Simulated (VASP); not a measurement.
# SiC (F-43m) in VASP: notebook

SiC is run at these levels: PBE; tasks: single point.

Program: VASP 6.6.1. These are calculated values, not measurements. Logs are shortened: lines on timing, memory, paths and dates and some standing lists are left out, and cuts for length are marked.

### 1 The cell of the first run

It takes space group F-43m (No. 216, cubic). Conventional cell: a = 4.348 Å, b = 4.348 Å, c = 4.348 Å, α = 90.00°, β = 90.00°, γ = 90.00°. Si (site symmetry -43m) has 4 C at 1.88 Å within 2.5 Å. Within 2.5 Å of C (site symmetry -43m) lie 4 Si at 1.88 Å.

### 2 Single point, PBE

The input, INCAR:

```
SYSTEM = SiC
  ALGO = Normal
  EDIFF = 1E-6
  ENCUT = 520
  GGA = PE
  ISIF = 2
  ISMEAR = 0
  LASPH = .True.
  LCHARG = .True.
  LELF = .True.
  LREAL = .False.
  LVHAR = .True.
  LWAVE = .False.
  NBANDS = 11
  NELM = 60
  PREC = Accurate
  SIGMA = 0.05
```

The input, KPOINTS:

```
k-points
0
Gamma
  4 4 4
  0 0 0
```

The input, POSCAR:

```
SiC
1.0
    0.0000000000      2.1740000000      2.1740000000
    2.1740000000      0.0000000000      2.1740000000
    2.1740000000      2.1740000000      0.0000000000
Si C
1 1
Direct
    0.0000000000      0.0000000000      0.0000000000
    0.7500000000      0.7500000000      0.7500000000
```

Potentials or basis: VASP PAW PBE potentials, release 64 (Si, C).

On the command line:

```
$ cat potpaw_PBE.64/Si/POTCAR potpaw_PBE.64/C/POTCAR > POTCAR
$ mpirun -np 1 vasp_std > vasp.out
```

OUTCAR:

```text
SYSTEM = SiC
   EDIFF = 1E-6
   ENCUT = 520
   GGA = PE
   ISIF = 2
   ISMEAR = 0
   LASPH = .True.
   LREAL = .False.
   NELM = 60
   PREC = Accurate

 ion  position               nearest neighbor table
   1  0.000  0.000  0.000-   2 1.88   2 1.88   2 1.88   2 1.88
   2  0.750  0.750  0.750-   1 1.88   1 1.88   1 1.88   1 1.88

  LATTYP: Found a face centered cubic cell.
 ALAT       =     4.3480000000

  Lattice vectors:

 A1 = (   0.0000000000,   2.1740000000,   2.1740000000)
 A2 = (   2.1740000000,   0.0000000000,   2.1740000000)
 A3 = (   2.1740000000,   2.1740000000,   0.0000000000)

Analysis of symmetry for initial positions (statically):
=====================================================================
 Subroutine PRICEL returns:
 Original cell was already a primitive cell.

 Routine SETGRP: Setting up the symmetry group for a
 face centered cubic supercell.

 Subroutine GETGRP returns: Found 24 space group operations
 (whereof 24 operations were pure point group operations)
 out of a pool of 48 trial point group operations.

The static configuration has the point symmetry T_d .

Analysis of symmetry for dynamics (positions and initial velocities):
=====================================================================
 Subroutine PRICEL returns:
 Original cell was already a primitive cell.

 Routine SETGRP: Setting up the symmetry group for a
 face centered cubic supercell.

 Subroutine GETGRP returns: Found 24 space group operations
 (whereof 24 operations were pure point group operations)
 out of a pool of 48 trial point group operations.

The dynamic configuration has the point symmetry T_d .

 Subroutine INISYM returns: Found 24 space group operations
 (whereof 24 operations are pure point group operations),
 and found     1 'primitive' translations

----------------------------------------------------------------------------------------

                                     Primitive cell

  volume of cell :      20.5498

  direct lattice vectors                    reciprocal lattice vectors
     0.000000000  2.174000000  2.174000000    -0.229990800  0.229990800  0.229990800
     2.174000000  0.000000000  2.174000000     0.229990800 -0.229990800  0.229990800
     2.174000000  2.174000000  0.000000000     0.229990800  0.229990800 -0.229990800

  length of vectors
     3.074500285  3.074500285  3.074500285     0.398355752  0.398355752  0.398355752

  position of ions in fractional coordinates (direct lattice)
     0.000000000  0.000000000  0.000000000
     0.750000000  0.750000000  0.750000000

  ion indices of the primitive-cell ions
   primitive index   ion index
                 1           1
                 2           2

----------------------------------------------------------------------------------------

 KPOINTS: k-points

Automatic generation of k-mesh.
 Grid dimensions read from file:
 generate k-points for:    4    4    4

 Generating k-lattice:

  Cartesian coordinates                     Fractional coordinates (reciprocal lattice)
    -0.057497700  0.057497700  0.057497700     0.250000000  0.000000000  0.000000000
     0.057497700 -0.057497700  0.057497700     0.000000000  0.250000000  0.000000000
     0.057497700  0.057497700 -0.057497700     0.000000000  0.000000000  0.250000000

  Length of vectors
     0.099588938  0.099588938  0.099588938

  Shift w.r.t. Gamma in fractional coordinates (k-lattice)
     0.000000000  0.000000000  0.000000000

 Subroutine IBZKPT returns following result:
 ===========================================

 Found      8 irreducible k-points:

 Following reciprocal coordinates:
            Coordinates               Weight
  0.000000  0.000000  0.000000      1.000000
  0.250000  0.000000  0.000000      8.000000
  0.500000  0.000000  0.000000      4.000000
  0.250000  0.250000  0.000000      6.000000
  0.500000  0.250000  0.000000     24.000000
 -0.250000  0.250000  0.000000     12.000000
  0.500000  0.500000  0.000000      3.000000
 -0.250000  0.500000  0.250000      6.000000
   k-points           NKPTS =      8   k-points in BZ     NKDIM =      8   number of bands    NBANDS=     11
   number of dos      NEDOS =    301   number of ions     NIONS =      2
   total plane-waves  NPLWV =  13824
   dimension x,y,z NGX =    24 NGY =   24 NGZ =   24
   dimension x,y,z NGXF=    48 NGYF=   48 NGZF=   48
   ions per type =               1   1
   NGX,Y,Z   is equivalent  to a cutoff of  12.98, 12.98, 12.98 a.u.
   NGXF,Y,Z  is equivalent  to a cutoff of  25.95, 25.95, 25.95 a.u.
 SYSTEM =  SiC
   PREC   = accura    normal or accurate (medium, high low for compatibility)
   ISTART =      0    job   : 0-new  1-cont  2-samecut
   ICHARG =      2    charge: 1-file 2-atom 10-const
   ISPIN  =      1    spin polarized calculation?
   LNONCOLLINEAR =      F non collinear calculations
   LSORBIT =      F    spin-orbit coupling
   LASPH  =      T    aspherical Exc in radial PAW
   ENCUT  =  520.0 eV  38.22 Ry    6.18 a.u.   5.72  5.72  5.72*2*pi/ulx,y,z
   NELM   =     60;   NELMIN=  2; NELMDL= -5     # of ELM steps
   EDIFF  = 0.1E-05   stopping-criterion for ELM
   LREAL  =      F    real-space projection
   EDIFFG = 0.1E-04   stopping-criterion for IOM
   NSW    =      0    number of steps for IOM
   IBRION =     -1    ionic relax: 0-MD 1-quasi-New 2-CG
   NFREE  =      0    steps in history (QN), initial steepest desc. (CG)
   ISIF   =      2    stress and relaxation
   ISYM   =      2    0-nonsym 1-usesym 2-fastsym
   POTIM  = 0.5000    time-step for ionic-motion
   TEBEG  =    0.0;   TEEND  =   0.0 temperature during run
   PSTRESS=    0.0 pullay stress
   NELECT =       8.0000    total number of electrons
   NUPDOWN=      -1.0000    fix difference up-down
   EMIN   =  10.00;   EMAX   =-10.00  energy-range for DOS
   EFERMI =   0.00;   METHOD = LEGACY
   ISMEAR =     0;   SIGMA  =   0.05  broadening in eV -4-tet -1-fermi 0-gaus
   EFERMI_NEDOS =   21; number of points for ismear=-14 and -15
   IALGO  =     38    algorithm
   IMIX   =      4    mixing-type and parameters
     AMIX     =   0.40;   BMIX     =  1.00
     AMIX_MAG =   1.60;   BMIX_MAG =  1.00
  volume/ion in A,a.u.               =      10.27        69.34
  Fermi-wavevector in a.u.,A,eV,Ry     =   1.195369  2.258920 19.441458  1.428907
  Thomas-Fermi vector in A             =   2.331336
   LORBIT       =      0    0 simple, 1 ext, 2 COOP (PROOUT), +10 PAW based schemes
   GGA     = PE    functional components
   LHFCALC =     F    Hartree Fock is set to
   AEXX    =    0.0000 exact exchange contribution
   IVDW    =     0    specifies the selected vdW correction
   LEPSILON=     F    determine dielectric tensor
   LRPA    =     F    only Hartree local field effects (RPA)
 non-spin polarized calculation
 Gauss-broadening in eV      SIGMA  =   0.05
  energy-cutoff  :      520.00
  volume of cell :       20.55
 maximum number of plane-waves:       568
 NGX is ok and might be reduce to    24
   NGX = 11   NGY = 11   NGZ = 11

 number of electron       8.0000001 magnetization

 Free energy of the ion-electron system (eV)
  ---------------------------------------------------
  ext. energy  EPLUGINS =         0.00000000
  ---------------------------------------------------
  free energy    TOTEN  =       -14.92791126 eV

  energy without entropy =      -14.92791126  energy(sigma->0) =      -14.92791126

 E-fermi :   8.4553     XC(G=0): -11.3708

 val. band max:        8.2428253732   @ k =   0.0000   0.0000   0.0000
 cond. band min:       9.5459559805   @ k =   0.5000   0.5000   0.0000
 fundamental gap:      1.3031306073
 Fermi energy:         8.4552754220

 k-point     1 :       0.0000    0.0000    0.0000
  band No.  band energies     occupation
      1      -7.2411      2.00000
      2       8.2428      2.00000
      3       8.2428      2.00000
      4       8.2428      2.00000
      5      14.5476      0.00000
      6      15.5479      0.00000
      7      15.5479      0.00000
      8      15.5479      0.00000
      9      22.7399      0.00000
     10      22.7399      0.00000
     11      24.7879      0.00000

 k-point     2 :       0.2500    0.0000    0.0000
  band No.  band energies     occupation
      1      -6.0367      2.00000
      2       3.9209      2.00000
      3       7.6319      2.00000
      4       7.6319      2.00000
      5      14.2619      0.00000
      6      16.1468      0.00000
      7      16.1468      0.00000
      8      17.6455      0.00000
      9      21.3497      0.00000
     10      21.3497      0.00000
     11      23.4037      0.00000

 k-point     3 :       0.5000    0.0000    0.0000
  band No.  band energies     occupation
      1      -3.6373      2.00000
      2      -0.3636      2.00000
      3       7.1833      2.00000
      4       7.1833      2.00000
      5      13.7091      0.00000
      6      15.4471      0.00000
      7      15.4471      0.00000
      8      18.3136      0.00000
      9      24.5065      0.00000
     10      25.5069      0.00000
     11      25.5069      0.00000

 k-point     4 :       0.2500    0.2500    0.0000
  band No.  band energies     occupation
      1      -5.6319      2.00000
      2       4.8897      2.00000
      3       6.2899      2.00000
      4       6.2899      2.00000
      5      12.2706      0.00000
      6      14.5773      0.00000
      7      18.8555      0.00000
      8      18.8555      0.00000
      9      19.8088      0.00000
     10      24.5616      0.00000
     11      28.7327      0.00000

 k-point     5 :       0.5000    0.2500    0.0000
  band No.  band energies     occupation
      1      -3.2552      2.00000
      2       1.1339      2.00000
      3       4.2528      2.00000
      4       5.9131      2.00000
      5      11.9361      0.00000
      6      16.2288      0.00000
      7      18.7466      0.00000
      8      18.7874      0.00000
      9      22.2598      0.00000
     10      25.8088      0.00000
     11      28.5186      0.00000

 k-point     6 :      -0.2500    0.2500    0.0000
  band No.  band energies     occupation
      1      -4.1916      2.00000
      2       2.2670      2.00000
      3       3.8627      2.00000
      4       7.0505      2.00000
      5      13.7505      0.00000
      6      17.0410      0.00000
      7      17.2807      0.00000
      8      18.1610      0.00000
      9      20.5127      0.00000
     10      23.7502      0.00000
     11      28.0744      0.00000

 k-point     7 :       0.5000    0.5000    0.0000
  band No.  band energies     occupation
      1      -2.1720      2.00000
      2       0.3945      2.00000
      3       5.0265      2.00000
      4       5.0265      2.00000
      5       9.5460      0.00000
      6      12.5446      0.00000
      7      22.3354      0.00000
      8      22.3354      0.00000
      9      23.1293      0.00000
     10      28.3777      0.00000
     11      30.4793      0.00000

 k-point     8 :      -0.2500    0.5000    0.2500
  band No.  band energies     occupation
      1      -1.9348      2.00000
      2       1.1824      2.00000
      3       3.2003      2.00000
      4       3.4994      2.00000
      5      13.4349      0.00000
      6      17.7012      0.00000
      7      17.7613      0.00000
      8      18.0055      0.00000
      9      22.5394      0.00000
     10      25.7243      0.00000
     11      29.4035      0.00000

------------------------ aborting loop because EDIFF is reached ----------------------------------------

  FORCE on cell =-STRESS in cart. coord.  units (eV):
  Direction    XX          YY          ZZ          XY          YZ          ZX
  --------------------------------------------------------------------------------------
  -------------------------------------------------------------------------------------
  Total        0.6662954      0.6662954      0.6662954      0.0000000      0.0000000     -0.0000000
  in kB       51.9479917     51.9479917     51.9479917      0.0000000      0.0000000     -0.0000000
  external PRESSURE =      51.9479917 kB  Pullay stress =       0.0000000 kB

 VOLUME and BASIS-vectors are now :
 -----------------------------------------------------------------------------
  energy-cutoff  :      520.00
  volume of cell :       20.55
      direct lattice vectors                 reciprocal lattice vectors
     0.000000000  2.174000000  2.174000000    -0.229990800  0.229990800  0.229990800
     2.174000000  0.000000000  2.174000000     0.229990800 -0.229990800  0.229990800
     2.174000000  2.174000000  0.000000000     0.229990800  0.229990800 -0.229990800

 POSITION                                       TOTAL-FORCE (eV/Angst)
 -----------------------------------------------------------------------------------
      0.00000      0.00000      0.00000        -0.000000     -0.000000      0.000000
      3.26100      3.26100      3.26100         0.000000      0.000000     -0.000000
 -----------------------------------------------------------------------------------
    total drift:                               -0.000000     -0.000000     -0.000000

  FREE ENERGIE OF THE ION-ELECTRON SYSTEM (eV)
  ---------------------------------------------------
  free  energy   TOTEN  =       -14.9279112555 eV

  energy  without entropy=      -14.9279112555  energy(sigma->0) =      -14.92791126
```

Wall time 7.4 s (1 thread of Intel Xeon 8259CL, shared host); peak memory 0.13 GiB.

What came out:

```yaml
Free_energy: -14.9279 eV
Pressure: 5.2 GPa
Band_gap_on_the_k_mesh: 1.30 eV, indirect (least direct gap 4.52 eV)
```

Levels at points of the mesh, in eV from the valence-band top:
```tsv
k point	band 1	band 2	band 3	band 4	band 5	band 6	band 7	band 8	band 9
(0.00, 0.00, 0.00)	-15.48	0.00	0.00	0.00	6.30	7.31	7.31	7.31	14.50
(0.50, 0.00, 0.00)	-11.88	-8.61	-1.06	-1.06	5.47	7.20	7.20	10.07	16.26
(0.50, 0.50, 0.00)	-10.41	-7.85	-3.22	-3.22	1.30	4.30	14.09	14.09	14.89
```

Caveat: the k points lie up to 0.63 Å⁻¹ apart.

### 3 Single point, PBE

The input, INCAR:

```
  PREC = Accurate
  ENCUT = 600
  EDIFF = 1E-6
  ISMEAR = 0
  SIGMA = 0.05
  LREAL = F
  LASPH = T
  NELM = 120
  ALGO = Normal
  ISIF = 2
  LWAVE = F
  LCHARG = T
  GGA = PE
  LELF = T
  LVHAR = T
  NBANDS = 11
  GGA_COMPAT = F
```

The input, KPOINTS:

```
regular mesh
0
Gamma
  4 4 4
```

POSCAR is that of step 2.

Potentials or basis: VASP PAW PBE potentials, release 64 (Si, C).

On the command line:

```
$ cat potpaw_PBE.64/Si/POTCAR potpaw_PBE.64/C/POTCAR > POTCAR
$ mpirun -np 1 vasp_std > vasp.out
```

OUTCAR:

```text
PREC = Accurate
   ENCUT = 600
   EDIFF = 1E-6
   ISMEAR = 0
   LREAL = F
   LASPH = T
   NELM = 120
   ISIF = 2
   GGA = PE

 ion  position               nearest neighbor table
   1  0.000  0.000  0.000-   2 1.88   2 1.88   2 1.88   2 1.88
   2  0.750  0.750  0.750-   1 1.88   1 1.88   1 1.88   1 1.88

  LATTYP: Found a face centered cubic cell.
 ALAT       =     4.3480000000

  Lattice vectors:

 A1 = (   0.0000000000,   2.1740000000,   2.1740000000)
[... 280 lines left out ...]
------------------------ aborting loop because EDIFF is reached ----------------------------------------

  FORCE on cell =-STRESS in cart. coord.  units (eV):
  Direction    XX          YY          ZZ          XY          YZ          ZX
  --------------------------------------------------------------------------------------
  -------------------------------------------------------------------------------------
  Total        0.6483197      0.6483197      0.6483197     -0.0000000      0.0000000     -0.0000000
  in kB       50.5465103     50.5465103     50.5465103     -0.0000000      0.0000000     -0.0000000
  external PRESSURE =      50.5465103 kB  Pullay stress =       0.0000000 kB

 VOLUME and BASIS-vectors are now :
 -----------------------------------------------------------------------------
  energy-cutoff  :      600.00
  volume of cell :       20.55
      direct lattice vectors                 reciprocal lattice vectors
     0.000000000  2.174000000  2.174000000    -0.229990800  0.229990800  0.229990800
     2.174000000  0.000000000  2.174000000     0.229990800 -0.229990800  0.229990800
     2.174000000  2.174000000  0.000000000     0.229990800  0.229990800 -0.229990800

 POSITION                                       TOTAL-FORCE (eV/Angst)
 -----------------------------------------------------------------------------------
      0.00000      0.00000      0.00000         0.000000      0.000000      0.000000
      3.26100      3.26100      3.26100        -0.000000     -0.000000     -0.000000
 -----------------------------------------------------------------------------------
    total drift:                                0.000000      0.000000      0.000000

  FREE ENERGIE OF THE ION-ELECTRON SYSTEM (eV)
  ---------------------------------------------------
  free  energy   TOTEN  =       -14.9293294907 eV

  energy  without entropy=      -14.9293294907  energy(sigma->0) =      -14.92932949
```

stdout:

```text
POSCAR found type information on POSCAR SiC
 POSCAR found :  2 types and       2 ions
 scaLAPACK will be used
 LDA part: xc-table for (Slater+PW92), standard interpolation
 POSCAR, INCAR and KPOINTS ok, starting setup
 FFT: planning ... GRIDC
 FFT: planning ... GRID_SOFT
 FFT: planning ... GRID
 WAVECAR not read
 entering main loop
```

Run time: 7.6 s. Hardware: 1 thread of Intel Xeon 8259CL, shared host; peak memory 0.14 GiB.

What came out:

```yaml
Free_energy: -14.9293 eV
Pressure: 5.1 GPa
Band_gap_on_the_k_mesh: 1.30 eV, indirect (least direct gap 4.52 eV)
```

Levels at points of the mesh, in eV from the valence-band top:
```
           k point  band 2  band 3  band 4  band 5  band 6  band 7
(0.00, 0.00, 0.00)    0.00    0.00    0.00    6.30    7.31    7.31
(0.50, 0.00, 0.00)   -8.61   -1.06   -1.06    5.47    7.21    7.21
(0.50, 0.50, 0.00)   -7.85   -3.22   -3.22    1.30    4.30   14.09
```

Caveat: the k points lie up to 0.63 Å⁻¹ apart. A k mesh can miss the band edges.
